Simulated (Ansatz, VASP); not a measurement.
## One calculation of MoS2, two programs

The input INCAR:

```
SYSTEM = MoS2
PREC     = Accurate       ! precision mode
ENCUT    = 520            ! plane-wave cutoff, eV
EDIFF    = 1E-6           ! SCF threshold, eV
ISMEAR   = 1              ! smearing method
SIGMA    = 0.05           ! smearing width, eV
LREAL    = .FALSE.        ! projectors in reciprocal space
LASPH    = .TRUE.         ! aspherical terms in the spheres
NELM     = 100            ! most SCF steps
ALGO     = Normal         ! electronic algorithm
ISIF     = 2              ! what is computed and relaxed
LWAVE    = .FALSE.        ! write WAVECAR
LCHARG   = .FALSE.        ! write CHGCAR
GGA      = CA             ! functional
NBANDS   = 35             ! bands
```

Contents of KPOINTS:

```
Automatic mesh
0
G
  8 8 2
  0 0 0
```

Contents of POSCAR:

```
MoS2
1.0
    3.0821339903      0.0000000000      0.0000000000
   -1.5410669951      2.6692019523      0.0000000000
    0.0000000000      0.0000000000     11.9861846943
Mo S
2 4
Direct
    0.3333333333      0.6666666667      0.2500000000
    0.6666666667      0.3333333333      0.7500000000
    0.3333333333      0.6666666667      0.6230000000
    0.6666666667      0.3333333333      0.1230000000
    0.3333333333      0.6666666667      0.8770000000
    0.6666666667      0.3333333333      0.3770000000
```

Input for Ansatz:

```yaml
crystal:
  lattice:
    - [3.082133990287555, 0.0, 0.0]
    - [-1.5410669951437774, 2.6692019523398147, 0.0]
    - [0.0, 0.0, 11.986184694321182]
  atoms:
    - { symbol: Mo, position: [0.3333333333333333, 0.6666666666666666, 0.25] }
    - { symbol: Mo, position: [0.6666666666666666, 0.3333333333333333, 0.75] }
    - { symbol: S, position: [0.3333333333333333, 0.6666666666666666, 0.623] }
    - { symbol: S, position: [0.6666666666666666, 0.3333333333333333, 0.123] }
    - { symbol: S, position: [0.3333333333333333, 0.6666666666666666, 0.877] }
    - { symbol: S, position: [0.6666666666666666, 0.3333333333333333, 0.377] }
basis:
  ecutwfc: 550.0
kpoints:
  mp_grid:
    grid: [8, 8, 2]
hamiltonian:
  xc: lda
scf:
  occupations:
    method: cold
    width: 0.05
output:
  stress: true
```

Alike in both runs: task single point; functional LDA; k mesh 8 × 8 × 2; no spin polarisation.

```csv
,VASP,Ansatz
version,VASP 6.6.1,Ansatz 0.2.0
potentials or method,"VASP PAW LDA potentials, release 64 (Mo_sv, S), cutoff 520 eV","plane waves, PAW"
occupations,"methfessel-paxton of order 1, width 0.05 eV","cold, width 0.05 eV"
valence electrons in the cell,52,52
```

|  | VASP | Ansatz | Ansatz less VASP |
| --- | --- | --- | --- |
| pressure (GPa) | 8.5 | 8.4 | -0.12 |
| traceless stress, the component that is largest in VASP (GPa) | 1.34 | 1.40 | +0.053 |

LDA's correlation is that of Perdew and Zunger in VASP and of Perdew and Wang (1992) in Ansatz. Ansatz's warnings: structure snapped to symmetry.
